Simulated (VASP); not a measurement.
Input of a VASP 6.6.1 run:

File INCAR:

```
ALGO = Normal
EDIFF = 1E-6
ENCUT = 400
GGA = PS
GGA_COMPAT = F
ISIF = 2
ISMEAR = -1
LASPH = T
LCHARG = T
LELF = T
LREAL = F
LVHAR = T
LWAVE = F
NBANDS = 96
NELM = 120
PREC = Accurate
SIGMA = 0.05
```

File KPOINTS:

```
k-points
0
Gamma
  6 6 1
```

Contents of POSCAR:

```
In2GaSbAs2
1.0
    3.0436690000     -3.0436690000      0.0000000000
    0.0000000000      3.0436690000     -3.0436690000
   18.3076100000     18.3076100000     18.3076100000
In Ga As Sb
6 3 6 3
Direct
    0.0000000000      0.0000000000      0.0000000000
    0.0000000000      0.0000000000      0.3325030000
    0.3333330000      0.6666670000      0.1108340000
    0.3333330000      0.6666670000      0.4433370000
    0.6666670000      0.3333330000      0.2216690000
    0.6666670000      0.3333330000      0.5541720000
    0.0000000000      0.0000000000      0.6650060000
    0.3333330000      0.6666670000      0.7766710000
    0.6666670000      0.3333330000      0.8883350000
    0.0000000000      0.0000000000      0.0831260000
    0.0000000000      0.0000000000      0.4156290000
    0.3333330000      0.6666670000      0.1939600000
    0.3333330000      0.6666670000      0.5264630000
    0.6666670000      0.3333330000      0.3047950000
    0.6666670000      0.3333330000      0.6372980000
    0.0000000000      0.0000000000      0.7487550000
    0.3333330000      0.6666670000      0.8604190000
    0.6666670000      0.3333330000      0.9720840000
```

Potentials or basis: VASP PAW PBE potentials, release 64 (In_d, Ga_d, As, Sb).

Run with:

```console
$ cat potpaw_PBE.64/In_d/POTCAR potpaw_PBE.64/Ga_d/POTCAR potpaw_PBE.64/As/POTCAR potpaw_PBE.64/Sb/POTCAR > POTCAR
$ mpirun -np 1 vasp_std > vasp.out
```

Problem. What does it give for the pressure?

Solution. 0.5 GPa.

Problem. What does it give for the band gap on the k mesh?

Solution. Zero (filled and empty bands touch).

Problem. What does it give for the largest force?

Solution. 1.209 eV/Å.

Forces in eV/Å, atoms in the order of the input:
```
In   0.652  0.652  0.652
In   0.003  0.003  0.003
In   0.028  0.028  0.028
In  -0.005 -0.005 -0.005
In   0.010  0.010  0.010
In  -0.008 -0.008 -0.008
Ga  -0.428 -0.428 -0.428
Ga   0.020  0.020  0.020
Ga   0.043  0.043  0.043
As  -0.001 -0.001 -0.001
As   0.001  0.001  0.001
As  -0.014 -0.014 -0.014
As   0.008  0.008  0.008
As  -0.006 -0.006 -0.006
As   0.461  0.461  0.461
Sb  -0.025 -0.025 -0.025
Sb  -0.042 -0.042 -0.042
Sb  -0.698 -0.698 -0.698
```

Caveat: the PAW data sets were made with another functional, which shifts forces and pressure a little; spin-orbit coupling is left out, which moves the levels of the heavy elements.
